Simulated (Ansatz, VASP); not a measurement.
# Si: VASP beside Ansatz

File INCAR:

```
  PREC = Accurate
  ENCUT = 520
  EDIFF = 1E-6
  ISMEAR = 0
  SIGMA = 0.03
  LREAL = False
  LASPH = True
  NELM = 80
  ALGO = Normal
  ISIF = 2
  LWAVE = False
  LCHARG = True
  GGA = PS
  LELF = True
  LVHAR = True
  NBANDS = 16
```

The input KPOINTS:

```
Automatic mesh
0
Gamma
  12 12 12
```

The input POSCAR:

```
Si
1.0
   -3.1627769952      3.1627769952      2.0605492124
    3.1627769952     -3.1627769952      2.0605492124
    3.1627769952      3.1627769952     -2.0605492124
Si
4
Direct
    0.1787304307      0.1787304307      0.3574608614
    0.8212695693      0.8212695693      0.6425391386
    0.1787304307      0.8212695693      0.0000000000
    0.8212695693      0.1787304307      0.0000000000
```

Input for Ansatz:

```yaml
crystal:
  lattice:
    - [-3.1627769952, 3.1627769952, 2.0605492124]
    - [3.1627769952, -3.1627769952, 2.0605492124]
    - [3.1627769952, 3.1627769952, -2.0605492124]
  atoms:
    - { symbol: Si, position: [0.1787304307, 0.1787304307, 0.3574608614] }
    - { symbol: Si, position: [0.8212695693, 0.8212695693, 0.6425391386] }
    - { symbol: Si, position: [0.1787304307, 0.8212695693, 0.0] }
    - { symbol: Si, position: [0.8212695693, 0.1787304307, 0.0] }
basis:
  ecutwfc: 420
kpoints:
  mp_grid: { grid: [12, 12, 12] }
hamiltonian:
  xc: pbesol
  pseudopotentials: { kind: paw, azcp: { folder: soft_1 } }
scf:
  occupations: { method: gaussian, width: 0.03 }
output:
  forces: true
  stress: true
  eigenvalues: true
  write_density: true
  write_potential: true
  elf: true
  volumetric_format: npy
```

Alike in both runs: task single point; functional PBEsol; k mesh 12 × 12 × 12; occupations gaussian, width 0.03 eV; no spin polarisation.

|  | VASP | Ansatz |
| --- | --- | --- |
| version | VASP 6.6.1 | Ansatz 0.2.0 |
| potentials or method | VASP PAW PBE potentials, release 64 (Si), cutoff 520 eV | scalar-relativistic, plane waves, PAW |
| valence electrons in the cell | 16 | 16 |

Ansatz gave:

- gap on the k mesh at the Fermi level (eV): none
- pressure (GPa): 3.3
- traceless stress, the component that is largest in VASP (GPa): -13.88
- rms of the force components (eV/Å): 1.018

Task: Which values does VASP return?

Result: gap on the k mesh at the Fermi level (eV): none; pressure (GPa): 3.4; traceless stress, the component that is largest in VASP (GPa): -13.93; rms of the force components (eV/Å): 1.024.

VASP's potentials were made for PBE, not for PBEsol, and Ansatz warns of the same on its side. Atom by atom the forces differ by 0.006 eV/Å (rms over components). A gap of «none» marks a metal or a gap that the smearing closes.
